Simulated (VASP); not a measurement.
Write the native input for VASP 6.6.1 that does the following.

| Item | Value |
| --- | --- |
| Task | single point |
| Functional | PBEsol |
| Potentials or basis | VASP PAW PBE potentials, release 64 (Cu) |
| Cutoff | 520 eV |
| k mesh | 11 × 8 × 1 |
| Occupations | gaussian, width 0.1 eV |
| Spin | no spin polarisation |
| Dipole correction | yes |
| Further INCAR settings | ALGO = Fast; EDIFF = 1e-06; NBANDS = 42 |

The structure of Cu lies in POSCAR:

```
Cu
1.0
    2.5196845176      0.0000000000      0.0000000000
    0.0000000000      3.5633720176      0.0000000000
    0.0000000000      0.0000000000     23.2992112939
Cu
6
Direct
    0.5000000000      0.5000000000      0.3648192161
    0.0000000000      0.0000000000      0.4188915297
    0.5000000000      0.5000000000      0.4729638432
    0.0000000000      0.0000000000      0.5263868568
    0.5000000000      0.5000000000      0.5828376814
    0.0000000000      0.0000000000      0.6311417546
```

One way to write it, as run:

INCAR

```
SYSTEM = Cu
ALGO     = Fast           ! electronic algorithm
DIPOL    = 0.5 0.5 0.500
EDIFF    = 1E-6           ! SCF threshold, eV
ENCUT    = 520            ! plane-wave cutoff, eV
GGA      = PS             ! functional
IDIPOL   = 3            
ISIF     = 2              ! what is computed and relaxed
ISMEAR   = 0              ! smearing method
LASPH    = .TRUE.         ! aspherical terms in the spheres
LCHARG   = .TRUE.         ! write CHGCAR
LDIPOL   = .TRUE.       
LELF     = .TRUE.         ! ELF
LREAL    = .FALSE.        ! projectors in reciprocal space
LVACPOTAV= .TRUE.       
LVHAR    = .TRUE.       
LWAVE    = .FALSE.        ! write WAVECAR
NBANDS   = 42             ! bands
NELM     = 60             ! most SCF steps
PREC     = Accurate       ! precision mode
SIGMA    = 0.1            ! smearing width, eV
```

KPOINTS

```
k-points
0
G
  11 8 1
  0 0 0
```

Potentials or basis: VASP PAW PBE potentials, release 64 (Cu).

Command:

```sh
$ cat potpaw_PBE.64/Cu/POTCAR > POTCAR
$ mpirun -np 1 vasp_std > vasp.out
```

Results of the run:

```yaml
Largest_force: 0.473 eV/Å
Band_gap_on_the_k_mesh: zero (band 33 reaches 1.47 eV, above the bottom of band 34 at -1.91 eV)
```

Caveat: the PAW data sets were made with another functional, which shifts forces and pressure a little.

Run time: 7.8 min on 1 thread of Intel(R) Xeon(R) Platinum 8488C (Sapphire Rapids), on a shared host, peak memory 0.41 GiB.
